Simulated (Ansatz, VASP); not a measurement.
**InSe: VASP beside Ansatz**

File POSCAR:

```
InSe
1.0
    2.0000000000      1.1547005384      8.4400000000
   -2.0000000000      1.1547005384      8.4400000000
    0.0000000000     -2.3094010768      8.4400000000
In Se
2 2
Direct
    0.0000000000      0.0000000000      0.0000000000
    0.1114000000      0.1114000000      0.1114000000
    0.6165000000      0.6165000000      0.6165000000
    0.8281000000      0.8281000000      0.8281000000
```

Contents of INCAR.step1:

```
SYSTEM = InSe
  ALGO = Normal
  EDIFF = 1E-4
  ENCUT = 520
  GGA = PE
  ISMEAR = 0
  LASPH = .TRUE.
  LCHARG = .FALSE.
  LREAL = .FALSE.
  LWAVE = .TRUE.
  NBANDS = 27
  NELM = 100
  PREC = Accurate
  SIGMA = 0.1
```

Contents of INCAR.step2:

```
SYSTEM = InSe
  ALGO = Normal
  BPARAM = 11.95
  CPARAM = 0.0093
  EDIFF = 1E-6
  ENCUT = 520
  ISIF = 2
  ISMEAR = 0
  ISTART = 1
  IVDW_NL = 2
  LASPH = .TRUE.
  LCHARG = .FALSE.
  LMIXTAU = .TRUE.
  LREAL = .FALSE.
  LUSE_VDW = .TRUE.
  LWAVE = .FALSE.
  METAGGA = R2SCAN
  NBANDS = 27
  NELM = 100
  PREC = Accurate
  SIGMA = 0.1
```

The input KPOINTS:

```
k-points
0
G
  6 6 6
  0 0 0
```

Input for Ansatz:

```yaml
crystal:
  lattice:
    - [2.0, 1.1547005384, 8.44]
    - [-2.0, 1.1547005384, 8.44]
    - [0.0, -2.3094010768, 8.44]
  atoms:
    - { symbol: In, position: [0.0, 0.0, 0.0] }
    - { symbol: In, position: [0.1114, 0.1114, 0.1114] }
    - { symbol: Se, position: [0.6165, 0.6165, 0.6165] }
    - { symbol: Se, position: [0.8281, 0.8281, 0.8281] }
basis:
  ecutwfc: 500
kpoints:
  mp_grid: { grid: [6, 6, 6] }
hamiltonian:
  xc: r2scan
  dispersion: rvv10
scf:
  occupations: { method: gaussian, width: 0.1 }
output:
  forces: true
  stress: true
  eigenvalues: true
```

Alike in both runs: task single point; functional r2SCAN; dispersion rVV10; k mesh 6 × 6 × 6; occupations gaussian, width 0.1 eV; no spin polarisation.

```csv
,VASP,Ansatz
version,VASP 6.6.1,Ansatz 0.2.0
potentials or method,"VASP PAW PBE potentials, release 64 (In_d, Se), cutoff 520 eV","scalar-relativistic, plane waves, PAW"
valence electrons in the cell,38,58
```

```csv
,VASP,Ansatz,Ansatz less VASP
gap on the k mesh at the Fermi level (eV),0.83,0.83,+0.008
least direct gap on the mesh (eV),0.83,0.83,+0.008
pressure (GPa),0.4,0.3,-0.06
"traceless stress, the component that is largest in VASP (GPa)",-0.76,-0.75,+0.009
rms of the force components (eV/Å),0.108,0.100,-0.0081
```

VASP's potentials were made for PBE, not for r2SCAN. Atom by atom the forces differ by 0.012 eV/Å (rms over components). VASP's potentials hold 38 valence electrons a cell and Ansatz's 58, so a difference there can come from the potentials and not from the codes.
